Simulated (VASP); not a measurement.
# TaN2 (I4/mcm) in VASP: relaxation of cell and atoms with PBE

Aim: the relaxation of cell and atoms of TaN2 with PBE.

All numbers are computed with VASP 6.6.1; they aren't measurements. Logs are shortened: lines on timing, memory, paths and dates and some standing lists are left out, and cuts for length are marked.

### Step 1. The cell of the first run

It takes space group I4/mcm (No. 140, tetragonal). The conventional cell has a = 4.488 Å, b = 4.488 Å, c = 5.459 Å, α = 90.00°, β = 90.00°, γ = 90.00°. Ta (site symmetry 422) has 16 N at 2.27 to 3.11 Å and 6 Ta at 2.73 to 3.17 Å within 3.2 Å. N (site symmetry m2m) has 1 N at 1.44 Å within 1.9 Å.

### Step 2. Relaxation of cell and atoms, PBE

Contents of INCAR:

```
SYSTEM = TaN2
PREC     = Accurate       ! precision mode
ENCUT    = 600            ! plane-wave cutoff, eV
EDIFF    = 1E-7           ! SCF threshold, eV
ISMEAR   = 0              ! smearing method
SIGMA    = 0.1            ! smearing width, eV
LREAL    = .False.        ! projectors in reciprocal space
LASPH    = .True.         ! aspherical terms in the spheres
NELM     = 80             ! most SCF steps
ALGO     = Normal         ! electronic algorithm
ISIF     = 3              ! what is computed and relaxed
LWAVE    = .False.        ! write WAVECAR
LCHARG   = .False.        ! write CHGCAR
GGA      = PE             ! functional
IBRION   = 2              ! ionic algorithm
NSW      = 100            ! ionic steps
EDIFFG   = -0.01          ! ionic threshold
```

Contents of KPOINTS:

```
regular mesh
0
Gamma
  12 12 12
  0 0 0
```

Contents of POSCAR:

```
TaN2
1.0
   -2.2439123526      2.2439123526      2.7292690289
    2.2439123526     -2.2439123526      2.7292690289
    2.2439123526      2.2439123526     -2.7292690289
Ta N
2 4
Direct
    0.2500000000      0.2500000000      0.0000000000
    0.7500000000      0.7500000000      0.0000000000
    0.6134247804      0.1134247804      0.7268495608
    0.1134247804      0.3865752196      0.5000000000
    0.3865752196      0.8865752196      0.2731504392
    0.8865752196      0.6134247804      0.5000000000
```

Potentials or basis: VASP PAW PBE potentials, release 64 (Ta_pv, N).

Started as:

```
$ cat potpaw_PBE.64/Ta_pv/POTCAR potpaw_PBE.64/N/POTCAR > POTCAR
$ mpirun -np 1 vasp_std > vasp.out
```

OUTCAR:

```text
SYSTEM = TaN2
   PREC = Accurate
   ENCUT = 600
   EDIFF = 1E-7
   ISMEAR = 0
   LREAL = .False.
   LASPH = .True.
   NELM = 80
   ISIF = 3
   GGA = PE
   IBRION = 2
   NSW = 100
   EDIFFG = -0.01

 ion  position               nearest neighbor table
   1  0.250  0.250  0.000-   5 2.27   3 2.27   4 2.27   4 2.27   6 2.27   6 2.27   5 2.27   3 2.27
                             2 2.73   2 2.73   2 3.17   2 3.17   2 3.17   2 3.17
   2  0.750  0.750  0.000-   5 2.27   3 2.27   6 2.27   6 2.27   4 2.27   4 2.27   3 2.27   5 2.27
                             1 2.73   1 2.73   1 3.17   1 3.17   1 3.17   1 3.17
   3  0.613  0.113  0.727-   5 1.44   2 2.27   1 2.27   2 2.27   1 2.27
   4  0.113  0.387  0.500-   6 1.44   1 2.27   2 2.27   1 2.27   2 2.27
   5  0.387  0.887  0.273-   3 1.44   1 2.27   2 2.27   2 2.27   1 2.27
   6  0.887  0.613  0.500-   4 1.44   2 2.27   1 2.27   2 2.27   1 2.27

  LATTYP: Found a body centered tetragonal cell.
 ALAT       =     4.4878247052
 C/A-ratio  =     1.2162993023

  Lattice vectors:

 A1 = (  -2.2439123526,   2.2439123526,   2.7292690289)
 A2 = (   2.2439123526,  -2.2439123526,   2.7292690289)
 A3 = (   2.2439123526,   2.2439123526,  -2.7292690289)

Analysis of symmetry for initial positions (statically):
=====================================================================
 Subroutine PRICEL returns:
 Original cell was already a primitive cell.

 Routine SETGRP: Setting up the symmetry group for a
 body centered tetragonal supercell.

 Subroutine GETGRP returns: Found 16 space group operations
 (whereof  8 operations were pure point group operations)
 out of a pool of 16 trial point group operations.

The static configuration has the point symmetry C_4h.
 The point group associated with its full space group is D_4h.

Analysis of symmetry for dynamics (positions and initial velocities):
=====================================================================
 Subroutine PRICEL returns:
 Original cell was already a primitive cell.

 Routine SETGRP: Setting up the symmetry group for a
 body centered tetragonal supercell.

 Subroutine GETGRP returns: Found 16 space group operations
 (whereof  8 operations were pure point group operations)
 out of a pool of 16 trial point group operations.

The dynamic configuration has the point symmetry C_4h.
 The point group associated with its full space group is D_4h.
[... 107 lines left out ...]
   EDIFF  = 0.1E-06   stopping-criterion for ELM
   LREAL  =      F    real-space projection
   EDIFFG = -.1E-01   stopping-criterion for IOM
   NSW    =    100    number of steps for IOM
   IBRION =      2    ionic relax: 0-MD 1-quasi-New 2-CG
   NFREE  =      1    steps in history (QN), initial steepest desc. (CG)
   ISIF   =      3    stress and relaxation
   ISYM   =      2    0-nonsym 1-usesym 2-fastsym
   POTIM  = 0.5000    time-step for ionic-motion
   TEBEG  =    0.0;   TEEND  =   0.0 temperature during run
   PSTRESS=    0.0 pullay stress
   NELECT =      42.0000    total number of electrons
   NUPDOWN=      -1.0000    fix difference up-down
   EMIN   =  10.00;   EMAX   =-10.00  energy-range for DOS
   EFERMI =   0.00;   METHOD = LEGACY
   ISMEAR =     0;   SIGMA  =   0.10  broadening in eV -4-tet -1-fermi 0-gaus
   EFERMI_NEDOS =   21; number of points for ismear=-14 and -15
   IALGO  =     38    algorithm
   IMIX   =      4    mixing-type and parameters
     AMIX     =   0.40;   BMIX     =  1.00
     AMIX_MAG =   1.60;   BMIX_MAG =  1.00
  volume/ion in A,a.u.               =       9.16        61.82
  Fermi-wavevector in a.u.,A,eV,Ry     =   1.496644  2.828247 30.476285  2.239944
  Thomas-Fermi vector in A             =   2.608634
   LORBIT       =      0    0 simple, 1 ext, 2 COOP (PROOUT), +10 PAW based schemes
   GGA     = PE    functional components
   LHFCALC =     F    Hartree Fock is set to
   AEXX    =    0.0000 exact exchange contribution
   IVDW    =     0    specifies the selected vdW correction
   LEPSILON=     F    determine dielectric tensor
   LRPA    =     F    only Hartree local field effects (RPA)
 conjugate gradient relaxation of ions
 non-spin polarized calculation
 Gauss-broadening in eV      SIGMA  =   0.10
  energy-cutoff  :      600.00
  volume of cell :       54.97
 maximum number of plane-waves:      1854
 NGX is ok and might be reduce to    36
   NGX = 17   NGY = 17   NGZ = 17

--------------------------------------- Ionic step        1  -------------------------------------------

 number of electron      41.9999999 magnetization

 Free energy of the ion-electron system (eV)
  ---------------------------------------------------
  ext. energy  EPLUGINS =         0.00000000
  ---------------------------------------------------
  free energy    TOTEN  =       -59.23951446 eV

  energy without entropy =      -59.23163401  energy(sigma->0) =      -59.23557424

------------------------ aborting loop because EDIFF is reached ----------------------------------------

  FORCE on cell =-STRESS in cart. coord.  units (eV):
  Direction    XX          YY          ZZ          XY          YZ          ZX
  --------------------------------------------------------------------------------------
  -------------------------------------------------------------------------------------
  Total        0.4565429      0.4565429     -0.1886624      0.0000000      0.0000000      0.0000000
  in kB       13.3068140     13.3068140     -5.4989250      0.0000000      0.0000000      0.0000000
  external PRESSURE =       7.0382343 kB  Pullay stress =       0.0000000 kB
[... 227 lines left out ...]
--------------------------------------- Ionic step        7  -------------------------------------------

 number of electron      41.9999999 magnetization

 Free energy of the ion-electron system (eV)
  ---------------------------------------------------
  ext. energy  EPLUGINS =         0.00000000
  ---------------------------------------------------
  free energy    TOTEN  =       -59.24089486 eV

  energy without entropy =      -59.23303846  energy(sigma->0) =      -59.23696666

 E-fermi :   9.4999     XC(G=0): -13.3249

 val. band max:        9.4825998239   @ k =  -0.4167  -0.4167   0.2500
 cond. band min:       9.4999518639   @ k =  -0.3333   0.4167   0.3333
 fundamental gap:      0.0173520399
 Fermi energy:         9.4998712832

 k-point     1 :       0.0000    0.0000    0.0000
  band No.  band energies     occupation
      1     -27.2842      2.00000
      2     -26.8597      2.00000
      3     -26.8597      2.00000
      4     -26.7547      2.00000
      5     -26.7547      2.00000
      6     -26.0872      2.00000
[... 661 lines left out ...]
     24      11.5414      0.00000
     25      12.0441      0.00000

 [... further k-points ...]
[... 5 lines left out ...]
  --------------------------------------------------------------------------------------
  -------------------------------------------------------------------------------------
  Total       -0.0151336     -0.0151336     -0.0172288      0.0000000      0.0000000      0.0000000
  in kB       -0.4400948     -0.4400948     -0.5010234      0.0000000      0.0000000      0.0000000
  external PRESSURE =      -0.4604043 kB  Pullay stress =       0.0000000 kB
[... 21 lines left out ...]
  FREE ENERGIE OF THE ION-ELECTRON SYSTEM (eV)
  ---------------------------------------------------
  free  energy   TOTEN  =       -59.2408948632 eV

  energy  without entropy=      -59.2330384589  energy(sigma->0) =      -59.23696666

 reached required accuracy - stopping structural energy minimisation
```

Run time: 6.8 min. Hardware: 1 thread of Intel Xeon 6975P-C (Granite Rapids), shared host; peak memory 0.38 GiB.

What came out:

- Free energy: -59.2409 eV
- Relaxed volume: 9.18 Å³/atom
- Relaxed cell: a = 4.187 Å, b = 4.187 Å, c = 4.187 Å, α = 115.01°, β = 115.01°, γ = 98.88°
- Space group after relaxing (to 0.1 Å): I4/mcm (No. 140)
- Energy gained by relaxing: 0.2 meV/atom
- Ionic steps: 7
- Pressure after relaxing: 0.0 GPa
- Largest force after relaxing: 0.008 eV/Å
- Band gap on the k mesh: zero (bands 21 and 22 overlap by 0.69 eV)

Forces in eV/Å, atoms in the order of the input:
```
Ta   0.000  0.000  0.000
Ta   0.000  0.000  0.000
N    0.006  0.006  0.000
N   -0.006  0.006  0.000
N   -0.006 -0.006  0.000
N    0.006 -0.006  0.000
```

Step by step:
| step | energy change (eV) | largest force (eV/Å) | pressure (GPa) | volume (Å³) |
| --- | --- | --- | --- | --- |
| 1 | 0.0000 | 0.0572 | 0.70 | 54.97 |
| 2 | -0.0002 | 0.0922 | -1.29 | 55.29 |
| 3 | -0.0011 | 0.0228 | -0.35 | 55.14 |
| 4 | -0.0013 | 0.0074 | 0.23 | 55.05 |
| 5 | -0.0014 | 0.0119 | 0.07 | 55.07 |
| 6 | -0.0014 | 0.0121 | 0.06 | 55.07 |
| 7 | -0.0014 | 0.0083 | -0.05 | 55.09 |

Final structure:
```cif
data_structure
_symmetry_space_group_name_H-M 'P 1'
_symmetry_Int_Tables_number 1
_cell_length_a 4.1869
_cell_length_b 4.1869
_cell_length_c 4.1869
_cell_angle_alpha 115.011
_cell_angle_beta 115.011
_cell_angle_gamma 98.883
_cell_volume 55.09
loop_
_atom_site_label
_atom_site_type_symbol
_atom_site_fract_x
_atom_site_fract_y
_atom_site_fract_z
_atom_site_occupancy
Ta1 Ta 0.25000 0.25000 0.00000 1
Ta2 Ta 0.75000 0.75000 0.00000 1
N1 N 0.61352 0.11352 0.72703 1
N2 N 0.11352 0.38648 0.50000 1
N3 N 0.38648 0.88648 0.27297 1
N4 N 0.88648 0.61352 0.50000 1
```

Levels at points of the mesh, in eV from the Fermi level:
| k point | band 19 | band 20 | band 21 | band 22 | band 23 | band 24 |
| --- | --- | --- | --- | --- | --- | --- |
| (0.00, 0.00, 0.00) | -3.22 | -3.17 | -3.17 | 1.17 | 2.51 | 2.51 |
| (0.50, 0.00, 0.00) | -4.09 | -4.09 | 0.35 | 0.35 | 0.84 | 0.84 |
| (0.50, 0.50, 0.00) | -3.72 | -3.60 | -2.19 | 0.67 | 2.55 | 2.80 |
| (0.50, 0.50, 0.50) | -3.38 | -1.02 | -0.90 | -0.34 | 0.44 | 1.47 |

Caveat: spin-orbit coupling is left out, which moves the levels of the heavy elements.
